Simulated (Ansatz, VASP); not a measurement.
# ZrAl3N4 in VASP and in Ansatz

```
Zr Al N
1.0
     3.03129    0.00000    0.00000
     0.00000    3.03129    0.00000
     0.00000    0.00000    8.48839
Zr Al N
1 3 4
Direct
  0.50000 0.50000 0.00000
  0.00000 0.00000 0.73319
  0.00000 0.00000 0.26681
  0.50000 0.50000 0.50000
  0.00000 0.00000 0.00000
  0.50000 0.50000 0.26971
  0.00000 0.00000 0.50000
  0.50000 0.50000 0.73029
```

Alike in both runs: functional PBE; k mesh 12 × 12 × 6; occupations gaussian, width 0.1 eV; no spin polarisation.

Ansatz relaxed the structure, and its values are those at the end. VASP's run is a single point on that final structure, the one shown.

|  | VASP | Ansatz |
| --- | --- | --- |
| version | VASP 6.6.1 | Ansatz 0.2.0 |
| potentials or method | VASP PAW PBE potentials, release 64 (Zr_sv, Al, N), cutoff 520 eV | scalar-relativistic, plane waves, PAW |
| valence electrons in the cell | 41 | 41 |

|  | VASP | Ansatz | Ansatz less VASP |
| --- | --- | --- | --- |
| gap on the k mesh at the Fermi level (eV) | none | none | - |
| pressure (GPa) | 0.0 | 0.0 | +0.04 |

A gap of «none» marks a metal or a gap that the smearing closes.
